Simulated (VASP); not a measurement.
Input of a VASP 6.6.1 run:

INCAR

```
PREC     = Accurate       # precision mode
ENCUT    = 520            # plane-wave cutoff, eV
EDIFF    = 1E-7           # SCF threshold, eV
ISMEAR   = 0              # smearing method
SIGMA    = 0.01           # smearing width, eV
LREAL    = False          # projectors in reciprocal space
LASPH    = True           # aspherical terms in the spheres
NELM     = 150            # most SCF steps
ALGO     = Normal         # electronic algorithm
ISIF     = 2              # what is computed and relaxed
LWAVE    = False          # write WAVECAR
LCHARG   = False          # write CHGCAR
LMAXMIX  = 4              # l up to which the mixer works
LDAU     = True           # DFT+U
LDAUTYPE = 2            
LDAUL    = -1 2 -1        # shell
LDAUU    = 0 2 0          # U, eV
LDAUJ    = 0 0 0        
LDAUPRINT= 1            
GGA      = PS             # functional
NBANDS   = 28             # bands
```

KPOINTS

```
regular mesh
0
Gamma
  6 6 6
```

The input POSCAR:

```
BaTiO3
1.0
    3.9855000000      0.0000000000      0.0000000000
    0.0000000000      2.8369000000      2.8451500000
    0.0000000000     -2.8369000000      2.8451500000
Ba Ti O
1 1 3
Direct
    0.0000000000      0.0000000000      0.0000000000
    0.5000000000      0.5124000000      0.5124000000
    0.0000000000      0.4874000000      0.4874000000
    0.5000000000      0.5052400000      0.9918400000
    0.5000000000      0.9918400000      0.5052400000
```

Potentials or basis: VASP PAW PBE potentials, release 64 (Ba_sv, Ti_sv, O).

Run with:

```bash
$ cat potpaw_PBE.64/Ba_sv/POTCAR potpaw_PBE.64/Ti_sv/POTCAR potpaw_PBE.64/O/POTCAR > POTCAR
$ mpirun -np 1 vasp_std > vasp.out
```

Question: Predict the largest force.

Answer: 0.228 eV/Å.

Question: What does it give for the band gap on the k mesh?

Answer: 2.02 eV, indirect (least direct gap 2.24 eV).

Question: Estimate the pressure.

Answer: -0.5 GPa.

Stress tensor (GPa, compression positive):
```
-0.39  0.00  0.00
 0.00 -0.21  0.00
 0.00  0.00 -0.86
```

Caveat: the PAW data sets were made with another functional, which shifts forces and pressure a little; spin-orbit coupling is left out, which moves the levels of the heavy elements. A k mesh can miss the band edges.
